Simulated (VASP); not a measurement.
Wanted: the native input for a VASP 6.6.1 run.

```yaml
Task: single point
Functional: PBEsol
Potentials_or_basis: VASP PAW PBE potentials, release 64 (Co, W_sv)
Cutoff: 520 eV
k_mesh: 12 × 12 × 12
Occupations: gaussian, width 0.15 eV
Spin: no spin polarisation
Dipole_correction: no
Further_INCAR_settings: ALGO = Fast; EDIFF = 1e-06; NBANDS = 34
```

The structure of CoW3 lies in POSCAR:

```
CoW3
1.0
    3.8582449849      0.0000000000      0.0000000000
    0.0000000000      3.8582449849      0.0000000000
    0.0000000000      0.0000000000      3.8582449849
Co W
1 3
Direct
    0.0000000000      0.0000000000      0.0000000000
    0.0000000000      0.5000000000      0.5259185201
    0.5000000000      0.0000000000      0.5000000000
    0.5000000000      0.5000000000      0.0000000000
```

This cell differs from its parent crystal: atom 2 (W) moved +0.100 Å along Cartesian [0 0 1].

The input as run:

INCAR

```
SYSTEM = CoW3
PREC = Accurate
ENCUT = 520
EDIFF = 1E-6
ISMEAR = 0
SIGMA = 0.15
LREAL = .False.
LASPH = .True.
NELM = 80
ALGO = Fast
ISIF = 2
LWAVE = .False.
LCHARG = .False.
GGA = PS
NBANDS = 34
```

KPOINTS

```
regular mesh
0
Gamma
  12 12 12
  0 0 0
```

Potentials or basis: VASP PAW PBE potentials, release 64 (Co, W_sv).

Launch:

```sh
$ cat potpaw_PBE.64/Co/POTCAR potpaw_PBE.64/W_sv/POTCAR > POTCAR
$ mpirun -np 1 vasp_std > vasp.out
```

It gave:

| Property | Result |
| --- | --- |
| Pressure | 1.3 GPa |
| Largest force | 1.376 eV/Å |
| Band gap on the k mesh | zero (an odd number of electrons rules out a gap without spin polarisation) |

Caveat: the cell differs from its parent crystal (atom 2 (W) moved +0.100 Å along Cartesian [0 0 1]); the PAW data sets were made with another functional, which shifts forces and pressure a little; spin-orbit coupling is left out, which moves the levels of the heavy elements; the run has no spin polarisation, though such a crystal can be magnetic.

Run time: 21 min on 1 thread of Intel Xeon 8259CL, on a shared host, peak memory 0.61 GiB.
